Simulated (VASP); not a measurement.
# SiC (F-43m) in VASP: notebook

The runs below take SiC through vibrations by perturbation theory, elastic constants, with LDA.

Everything below comes from runs of VASP 6.6.1. Logs are shortened: lines on timing, memory, paths and dates and some standing lists are left out, and cuts for length are marked.

### 1 The cell of the first run

The structure is cubic, space group F-43m (No. 216). Conventional cell: a = 4.329 Å, b = 4.329 Å, c = 4.329 Å, α = 90.00°, β = 90.00°, γ = 90.00°. Within 2.5 Å of Si (site symmetry -43m) lie 4 C at 1.87 Å. C (site symmetry -43m) has 4 Si at 1.87 Å within 2.5 Å.

### 2 Vibrations by perturbation theory, LDA

INCAR reads:

```
SYSTEM = SiC
  ALGO = Normal
  EDIFF = 1E-8
  ENCUT = 520
  GGA = CA
  IBRION = 8
  ISIF = 2
  ISMEAR = 0
  LASPH = .TRUE.
  LCHARG = .TRUE.
  LEPSILON = .TRUE.
  LREAL = .FALSE.
  LWAVE = .FALSE.
  NBANDS = 11
  NELM = 80
  NSW = 1
  PREC = Accurate
  SIGMA = 0.01
```

KPOINTS reads:

```
k-points
0
G
  10 10 10
  0 0 0
```

POSCAR reads:

```
SiC
1.0
    0.0000000000      2.1644841119      2.1644841119
    2.1644841119      0.0000000000      2.1644841119
    2.1644841119      2.1644841119      0.0000000000
Si C
1 1
Direct
    0.0000000000      0.0000000000      0.0000000000
    0.2500000000      0.2500000000      0.2500000000
```

Potentials or basis: VASP PAW LDA potentials, release 64 (Si, C).

Run with:

```console
> cat potpaw_LDA.64/Si/POTCAR potpaw_LDA.64/C/POTCAR > POTCAR
> mpirun -np 1 vasp_std > vasp.out
```

OUTCAR:

```text
SYSTEM = SiC
   EDIFF = 1E-8
   ENCUT = 520
   GGA = CA
   IBRION = 8
   ISIF = 2
   ISMEAR = 0
   LASPH = .TRUE.
   LEPSILON = .TRUE.
   LREAL = .FALSE.
   NELM = 80
   NSW = 1
   PREC = Accurate

 ion  position               nearest neighbor table
   1  0.000  0.000  0.000-   2 1.87   2 1.87   2 1.87   2 1.87
   2  0.250  0.250  0.250-   1 1.87   1 1.87   1 1.87   1 1.87

  LATTYP: Found a face centered cubic cell.
 ALAT       =     4.3289682238

  Lattice vectors:

 A1 = (   0.0000000000,   2.1644841119,   2.1644841119)
 A2 = (   2.1644841119,   0.0000000000,   2.1644841119)
 A3 = (   2.1644841119,   2.1644841119,   0.0000000000)

Analysis of symmetry for initial positions (statically):
=====================================================================
 Subroutine PRICEL returns:
 Original cell was already a primitive cell.

 Routine SETGRP: Setting up the symmetry group for a
 face centered cubic supercell.

 Subroutine GETGRP returns: Found 24 space group operations
 (whereof 24 operations were pure point group operations)
 out of a pool of 48 trial point group operations.

The static configuration has the point symmetry T_d .

Analysis of symmetry for dynamics (positions and initial velocities):
=====================================================================
 Subroutine PRICEL returns:
 Original cell was already a primitive cell.

 Routine SETGRP: Setting up the symmetry group for a
 face centered cubic supercell.

 Subroutine GETGRP returns: Found 24 space group operations
 (whereof 24 operations were pure point group operations)
 out of a pool of 48 trial point group operations.

The dynamic configuration has the point symmetry T_d .

 Subroutine INISYM returns: Found 24 space group operations
 (whereof 24 operations are pure point group operations),
 and found     1 'primitive' translations

----------------------------------------------------------------------------------------

                                     Primitive cell

  volume of cell :      20.2812

  direct lattice vectors                    reciprocal lattice vectors
     0.000000000  2.164484112  2.164484112    -0.231001927  0.231001927  0.231001927
     2.164484112  0.000000000  2.164484112     0.231001927 -0.231001927  0.231001927
     2.164484112  2.164484112  0.000000000     0.231001927  0.231001927 -0.231001927

  length of vectors
     3.061042787  3.061042787  3.061042787     0.400107074  0.400107074  0.400107074

  position of ions in fractional coordinates (direct lattice)
     0.000000000  0.000000000  0.000000000
     0.250000000  0.250000000  0.250000000

  ion indices of the primitive-cell ions
   primitive index   ion index
                 1           1
                 2           2

----------------------------------------------------------------------------------------

 KPOINTS: k-points

Automatic generation of k-mesh.
 Grid dimensions read from file:
 generate k-points for:   10   10   10

 Generating k-lattice:

  Cartesian coordinates                     Fractional coordinates (reciprocal lattice)
[... 485 lines left out ...]
  ---------------------------------------------------
  ---------------------------------------------------
  free energy    TOTEN  =        -0.35365151 eV

  energy without entropy =       -0.35365151

------------------------ aborting loop because EDIFF is reached ----------------------------------------

--------------------------------------- Ionic step        2  -------------------------------------------

------------------------ aborting loop because EDIFF is reached ----------------------------------------

--------------------------------------- Ionic step        3  -------------------------------------------

------------------------ aborting loop because EDIFF is reached ----------------------------------------

 PIEZOELECTRIC TENSOR FIELD DIRECTION 3  (e Angst)
 -----------------------------------------------------------------------------
    -0.00064 -1.25077  0.00000           ( -0.00000 -0.05555  0.00000)
    -1.25077 -0.00064  0.00000           ( -0.05555 -0.00000  0.00000)
     0.00000  0.00000  0.00077           (  0.00000  0.00000 -0.00000)

 PIEZOELECTRIC TENSOR FIELD DIRECTION 3  (C/m^2)
 -----------------------------------------------------------------------------
    -0.00051 -0.98809  0.00000
    -0.98809 -0.00051  0.00000
     0.00000  0.00000  0.00061

--------------------------------------- Ionic step        4  -------------------------------------------

------------------------ aborting loop because EDIFF is reached ----------------------------------------

[... ionic steps 5 to 6 ...]

--------------------------------------- Ionic step        7  -------------------------------------------

 Free energy of the ion-electron system (eV)
  ---------------------------------------------------
  ---------------------------------------------------
  free energy    TOTEN  =        -0.12456625 eV

  energy without entropy =       -0.12456625

------------------------ aborting loop because EDIFF is reached ----------------------------------------

 INTERNAL STRAIN TENSOR  FOR ION    2  DIRECTION 1   (eV/Angst):
 -----------------------------------------------------------------------------
    -0.00819  0.00000  0.00000
     0.00000  0.00348 -8.69833
     0.00000 -8.69833  0.00348

 MACROSCOPIC STATIC DIELECTRIC TENSOR (including local field effects in DFT)
 ------------------------------------------------------
           6.970856     0.000000     0.000000
           0.000000     6.970856     0.000000
           0.000000     0.000000     6.970856
 ------------------------------------------------------

 PIEZOELECTRIC TENSOR (including local field effects)  for field in x, y, z        (e  Angst)
          XX          YY          ZZ          XY          YZ          ZX
  --------------------------------------------------------------------------------
  x     0.00000    -0.00000    -0.00000     0.00000    -1.24818     0.00000
  y     0.00000     0.00000     0.00000     0.00000     0.00000    -1.24818
  z     0.00000    -0.00000     0.00000    -1.24818     0.00000     0.00000

 PIEZOELECTRIC TENSOR (including local field effects)  for field in x, y, z        (C/m^2)
          XX          YY          ZZ          XY          YZ          ZX
  --------------------------------------------------------------------------------
  x     0.00000    -0.00000    -0.00000     0.00000    -0.98604     0.00000
  y     0.00000     0.00000     0.00000     0.00000     0.00000    -0.98604
  z     0.00000    -0.00000     0.00000    -0.98604     0.00000     0.00000

 BORN EFFECTIVE CHARGES (including local field effects) (in |e|, cummulative output)
 ---------------------------------------------------------------------------------
 ion    1
    1     2.71548     0.00000    -0.00000
    2     0.00000     2.71548     0.00000
    3     0.00000     0.00000     2.71548
 ion    2
    1    -2.71548     0.00000     0.00000
    2     0.00000    -2.71548     0.00000
    3     0.00000     0.00000    -2.71548

 INTERNAL STRAIN TENSOR FOR ION    2 for displacements in x,y,z  (eV/Angst):
          X           Y           Z          XY          YZ          ZX
  --------------------------------------------------------------------------------
  x    -0.00000     0.00000     0.00000     0.00000    -8.69833     0.00000
  y     0.00000     0.00000     0.00000     0.00000     0.00000    -8.69833
  z     0.00000     0.00000    -0.00000    -8.69833     0.00000     0.00000

 SECOND DERIVATIVES (NOT SYMMETRIZED)
 ------------------------------------
               1X          1Y          1Z          2X          2Y          2Z
  1X   -19.690086    0.000000    0.000000   19.690086    0.000000    0.000000
  1Y     0.000000  -19.690086    0.000000    0.000000   19.690086    0.000000
  1Z     0.000000    0.000000  -19.690086    0.000000    0.000000   19.690086
  2X    19.690477    0.000000    0.000000  -19.690477    0.000000    0.000000
  2Y     0.000000   19.690477    0.000000    0.000000  -19.690477    0.000000
  2Z     0.000000    0.000000   19.690477    0.000000    0.000000  -19.690477

 Eigenvectors and eigenvalues of the dynamical matrix
 ----------------------------------------------------

   1 f  =   23.916701 THz   150.273066 2PiTHz  797.775284 cm-1    98.911485 meV
             X         Y         Z           dx          dy          dz
      0.000000  0.000000  0.000000     0.000000   -0.547313    0.000000
      1.082242  1.082242  1.082242     0.000000    0.836928    0.000000
[... 21 lines left out ...]
   6 f/i=    0.000109 THz     0.000685 2PiTHz    0.003635 cm-1     0.000451 meV
             X         Y         Z           dx          dy          dz
      0.000000  0.000000  0.000000     0.000000    0.000000    0.836928
      1.082242  1.082242  1.082242     0.000000    0.000000    0.547313

--------------------------------------------------------------------------------------------------------

 MACROSCOPIC STATIC DIELECTRIC TENSOR IONIC CONTRIBUTION
 ------------------------------------------------------
           3.341294     0.000000    -0.000000
           0.000000     3.341294     0.000000
          -0.000000     0.000000     3.341294
 ------------------------------------------------------

 ELASTIC MODULI CONTR FROM IONIC RELAXATION (kBar)
 Direction    XX          YY          ZZ          XY          YZ          ZX
 --------------------------------------------------------------------------------
 XX          -0.0000     -0.0000     -0.0000     -0.0000     -0.0000     -0.0000
 YY          -0.0000     -0.0000     -0.0000     -0.0000     -0.0000      0.0000
 ZZ          -0.0000     -0.0000     -0.0000     -0.0000     -0.0000     -0.0000
 XY          -0.0000     -0.0000     -0.0000   -278.0359      0.0000      0.0000
 YZ          -0.0000     -0.0000     -0.0000      0.0000   -278.0359      0.0000
 ZX          -0.0000      0.0000     -0.0000      0.0000      0.0000   -278.0359
 --------------------------------------------------------------------------------

 PIEZOELECTRIC TENSOR IONIC CONTR  for field in x, y, z        (C/m^2)
          XX          YY          ZZ          XY          YZ          ZX
  --------------------------------------------------------------------------------
  x     0.00000     0.00000     0.00000    -0.00000     0.90694     0.00000
  y     0.00000    -0.00000     0.00000     0.00000     0.00000     0.90694
  z     0.00000     0.00000     0.00000     0.90694     0.00000     0.00000
```

Run time: 3 min. Hardware: 1 thread of Intel Xeon 8259CL, shared host; peak memory 0.21 GiB.

Results:

| Quantity | Value |
| --- | --- |
| Electronic dielectric tensor (diagonal) | 6.97 |
| Born charges (mean of the diagonal) | Si +2.72; C -2.72 e |
| Highest phonon frequency at Γ, LO-TO splitting left out | 798 cm⁻¹ |

Phonon frequencies in cm⁻¹ (negative: imaginary):
```
              q point        frequencies
(0.000, 0.000, 0.000)  0 0 0 798 798 798
```

Electronic dielectric tensor:
```
6.97 0.00 0.00
0.00 6.97 0.00
0.00 0.00 6.97
```

Born effective charge tensors (e):
atom 1, Si
```
2.72 0.00 0.00
0.00 2.72 0.00
0.00 0.00 2.72
```
atom 2, C
```
-2.72  0.00  0.00
 0.00 -2.72  0.00
 0.00  0.00 -2.72
```

### 3 Elastic constants, LDA

INCAR reads:

```
PREC = Accurate
ENCUT = 600
EDIFF = 1E-8
ISMEAR = 0
SIGMA = 0.01
LREAL = F
LASPH = T
NELM = 80
ALGO = Normal
ISIF = 3
LWAVE = F
LCHARG = F
NBANDS = 11
IBRION = 6
NFREE = 2
POTIM = 0.015
NSW = 1
```

KPOINTS reads:

```
Automatic mesh
0
Gamma
  10 10 10
```

POSCAR is that of step 2.

Potentials or basis: VASP PAW LDA potentials, release 64 (Si, C).

Run with:

```console
> cat potpaw_LDA.64/Si/POTCAR potpaw_LDA.64/C/POTCAR > POTCAR
> mpirun -np 1 vasp_std > vasp.out
```

OUTCAR:

```text
PREC = Accurate
   ENCUT = 600
   EDIFF = 1E-8
   ISMEAR = 0
   LREAL = F
   LASPH = T
   NELM = 80
   ISIF = 3
   IBRION = 6
   NFREE = 2
   POTIM = 0.015
   NSW = 1

 ion  position               nearest neighbor table
   1  0.000  0.000  0.000-   2 1.87   2 1.87   2 1.87   2 1.87
   2  0.250  0.250  0.250-   1 1.87   1 1.87   1 1.87   1 1.87

  LATTYP: Found a face centered cubic cell.
 ALAT       =     4.3289682238

  Lattice vectors:

 A1 = (   0.0000000000,   2.1644841119,   2.1644841119)
 A2 = (   2.1644841119,   0.0000000000,   2.1644841119)
 A3 = (   2.1644841119,   2.1644841119,   0.0000000000)

Analysis of symmetry for initial positions (statically):
=====================================================================
 Subroutine PRICEL returns:
 Original cell was already a primitive cell.

 Routine SETGRP: Setting up the symmetry group for a
 face centered cubic supercell.

 Subroutine GETGRP returns: Found 24 space group operations
 (whereof 24 operations were pure point group operations)
 out of a pool of 48 trial point group operations.

The static configuration has the point symmetry T_d .

Analysis of symmetry for dynamics (positions and initial velocities):
=====================================================================
 Subroutine PRICEL returns:
 Original cell was already a primitive cell.

 Routine SETGRP: Setting up the symmetry group for a
 face centered cubic supercell.

 Subroutine GETGRP returns: Found 24 space group operations
[... 697 lines left out ...]
  external PRESSURE =       2.7770223 kB  Pullay stress =       0.0000000 kB
[... 17 lines left out ...]
  FREE ENERGIE OF THE ION-ELECTRON SYSTEM (eV)
  ---------------------------------------------------
  free  energy   TOTEN  =       -16.6424149478 eV

  energy  without entropy=      -16.6424149478  energy(sigma->0) =      -16.64241495

 INTERNAL STRAIN TENSORS FROM STRAINED CELLS
 ============================================

 INTERNAL STRAIN TENSOR FOR ION    1 for displacements in x,y,z  (eV/Angst):
          X           Y           Z          XY          YZ          ZX
  --------------------------------------------------------------------------------
  x     0.00000     0.00000    -0.00000    -0.00000     8.74677    -0.00000
  y     0.00000     0.00000    -0.00000    -0.00000     0.00000     8.74683
  z     0.00000    -0.00000    -0.00000     8.74652     0.00000     0.00000

 INTERNAL STRAIN TENSORS FROM DISPLACED ATOMS
 ============================================

 INTERNAL STRAIN TENSOR FOR ION    1 for displacements in x,y,z  (eV/Angst):
          X           Y           Z          XY          YZ          ZX
  --------------------------------------------------------------------------------
  x     0.00000     0.00000     0.00000     0.00000     8.74214     0.00000
  y     0.00000    -0.00000     0.00000     0.00000     0.00000     8.74214
  z     0.00000     0.00000     0.00000     8.74214     0.00000     0.00000

 INTERNAL STRAIN TENSOR FOR ION    2 for displacements in x,y,z  (eV/Angst):
          X           Y           Z          XY          YZ          ZX
  --------------------------------------------------------------------------------
  x    -0.00000    -0.00000    -0.00000     0.00000    -8.74315     0.00000
  y     0.00000     0.00000     0.00000     0.00000     0.00000    -8.74315
  z    -0.00000    -0.00000    -0.00000    -8.74315     0.00000     0.00000

 Eigenvectors and eigenvalues of the dynamical matrix
 ----------------------------------------------------

   1 f  =   23.912891 THz   150.249124 2PiTHz  797.648180 cm-1    98.895726 meV
             X         Y         Z           dx          dy          dz
      0.000000  0.000000  0.000000    -0.547309    0.000000    0.000000
      1.082242  1.082242  1.082242     0.836930    0.000000    0.000000
[... 21 lines left out ...]
   6 f/i=    0.000227 THz     0.001424 2PiTHz    0.007558 cm-1     0.000937 meV
             X         Y         Z           dx          dy          dz
      0.000000  0.000000  0.000000     0.000000    0.000000    0.836930
      1.082242  1.082242  1.082242     0.000000    0.000000    0.547309

--------------------------------------------------------------------------------------------------------

 ELASTIC MODULI CONTR FROM IONIC RELAXATION (kBar)
 Direction    XX          YY          ZZ          XY          YZ          ZX
 --------------------------------------------------------------------------------
 XX          -0.0000     -0.0000     -0.0000     -0.0000     -0.0000      0.0000
 YY          -0.0000     -0.0000     -0.0000     -0.0000     -0.0000      0.0000
 ZZ          -0.0000     -0.0000     -0.0000     -0.0000     -0.0000      0.0000
 XY          -0.0000     -0.0000     -0.0000   -306.7548     -0.0000     -0.0000
 YZ          -0.0000     -0.0000     -0.0000      0.0000   -306.7548     -0.0000
 ZX           0.0000      0.0000      0.0000     -0.0000     -0.0000   -306.7548
 --------------------------------------------------------------------------------

 TOTAL ELASTIC MODULI (kBar)
 Direction    XX          YY          ZZ          XY          YZ          ZX
 --------------------------------------------------------------------------------
 XX        4025.8674   1424.2127   1424.2127     -0.0000     -0.0000      0.0000
 YY        1424.2127   4025.8674   1424.2127     -0.0000     -0.0000     -0.0000
 ZZ        1424.2127   1424.2127   4025.8674     -0.0000     -0.0000      0.0000
 XY          -0.0000     -0.0000     -0.0000   2531.3296     -0.0000     -0.0000
 YZ          -0.0000     -0.0000     -0.0000      0.0000   2531.3296     -0.0000
 ZX           0.0000     -0.0000      0.0000     -0.0000     -0.0000   2531.3296
 --------------------------------------------------------------------------------
```

OSZICAR:

```text
N       E                     dE             d eps       ncg     rms          rms(c)
DAV:   1     0.421375697255E+01    0.42138E+01   -0.44535E+03  1082   0.699E+02
DAV:   2    -0.179921878018E+02   -0.22206E+02   -0.20951E+02  1308   0.117E+02
DAV:   3    -0.187366432876E+02   -0.74446E+00   -0.74328E+00  1265   0.178E+01
DAV:   4    -0.187397906903E+02   -0.31474E-02   -0.31472E-02  1189   0.151E+00
[... 175 lines left out ...]
DAV:   4    -0.166424165964E+02   -0.12319E-04   -0.16113E-04  4521   0.982E-02    0.166E-02
DAV:   5    -0.166424149571E+02    0.16393E-05   -0.25192E-06  4482   0.108E-02    0.271E-03
DAV:   6    -0.166424149473E+02    0.97979E-08   -0.13471E-07  4485   0.242E-03    0.788E-04
DAV:   7    -0.166424149478E+02   -0.52421E-09   -0.38549E-09  2698   0.426E-04
  17 F= -.16642415E+02 E0= -.16642415E+02  d E =-.227496-107
```

Wall time 6 min (1 thread of Intel Xeon 8259CL, shared host); peak memory 0.24 GiB.

Results:

| Item | Value |
| --- | --- |
| Elastic constants C11, C12, C44 | 403, 142, 253 GPa |
| Voigt bulk modulus | 229 GPa |
| Highest phonon frequency at Γ, LO-TO splitting left out | 798 cm⁻¹ |

Phonon frequencies in cm⁻¹ (negative: imaginary):
```csv
q point,frequencies
"(0.000, 0.000, 0.000)",0 0 0 798 798 798
```

Elastic tensor in Voigt notation (GPa, in the Cartesian axes of the cell as first typed):
```
403 142 142   0   0   0
142 403 142   0   0   0
142 142 403   0   0   0
  0   0   0 253   0   0
  0   0   0   0 253   0
  0   0   0   0   0 253
```

Clamped-ion elastic tensor (GPa):
```
403 142 142   0   0   0
142 403 142   0   0   0
142 142 403   0   0   0
  0   0   0 284   0   0
  0   0   0   0 284   0
  0   0   0   0   0 284
```
